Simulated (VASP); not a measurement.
Input of a VASP 6.6.1 run:

File INCAR:

```
ALGO = Normal ; EDIFF = 1E-6
ENCUT = 520 ; GGA = PS
ISIF = 2 ; ISMEAR = -1
LASPH = True ; LCHARG = False
LREAL = False ; LWAVE = False
NBANDS = 9 ; NELM = 100
PREC = Accurate ; SIGMA = 0.1
```

KPOINTS

```
k-points
0
Gamma
  13 13 13
```

POSCAR

```
Mg
1.0
    0.0000000000      3.3872849546      3.3872849546
    3.3872849546      0.0000000000      3.3872849546
    3.3872849546      3.3872849546      0.0000000000
Mg
2
Direct
    0.1250000000      0.1250000000      0.1250000000
    0.8750000000      0.8750000000      0.8750000000
```

Potentials or basis: VASP PAW PBE potentials, release 64 (Mg).

The run is started by

```console
$ cat potpaw_PBE.64/Mg/POTCAR > POTCAR
$ mpirun -np 1 vasp_std > vasp.out
```

Problem. Predict the band gap on the k mesh.

Solution. Zero (band 2 reaches 3.46 eV, above the bottom of band 3 at -0.33 eV).

Problem. Estimate the pressure.

Solution. 0.0 GPa.

Caveat: the PAW data sets were made with another functional, which shifts forces and pressure a little.
